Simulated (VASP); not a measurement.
**Cd: single point with PBE**

Cd:

```
CELL_PARAMETERS angstrom
2.97887 0.00000 0.00000
-1.48944 2.57978 0.00000
0.00000 0.00000 5.61765
ATOMIC_POSITIONS crystal
Cd 0.66667 0.33333 0.75000
Cd 0.33333 0.66667 0.25000
```

```
Program                : VASP 6.6.1
Task                   : single point
Functional             : PBE
Potentials or basis    : VASP PAW PBE potentials, release 64 (Cd)
Cutoff                 : 520 eV
k mesh                 : 17 × 17 × 8
Occupations            : fermi-dirac, width 0.05 eV
Spin                   : no spin polarisation
Dipole correction      : no
Further INCAR settings : ALGO = Fast; EDIFF = 1e-06; NBANDS = 19
```

| Property | Result |
| --- | --- |
| Pressure | 3.3 GPa |
| Band gap on the k mesh | zero (bands 12 and 13 overlap by 4.39 eV) |

Stress tensor (GPa, compression positive):
```
3.79 0.00 0.00
0.00 3.79 0.00
0.00 0.00 2.42
```

Levels at points of the mesh, in eV from the Fermi level:
| k point | band 8 | band 9 | band 10 | band 11 | band 12 | band 13 | band 14 | band 15 | band 16 | band 17 |
| --- | --- | --- | --- | --- | --- | --- | --- | --- | --- | --- |
| (0.00, 0.00, 0.00) | -8.79 | -8.79 | -8.53 | -8.53 | -3.09 | -3.07 | 10.52 | 14.42 | 14.84 | 14.84 |
| (0.00, 0.00, 0.50) | -8.64 | -8.64 | -8.64 | -7.42 | -7.42 | 3.67 | 3.67 | 14.74 | 14.74 | 15.79 |

It took 100 s on 1 thread of Oxide Virtual Turin-like Processor, on a shared host, peak memory 0.2 GiB.

Caveat: the cell stands under pressure.
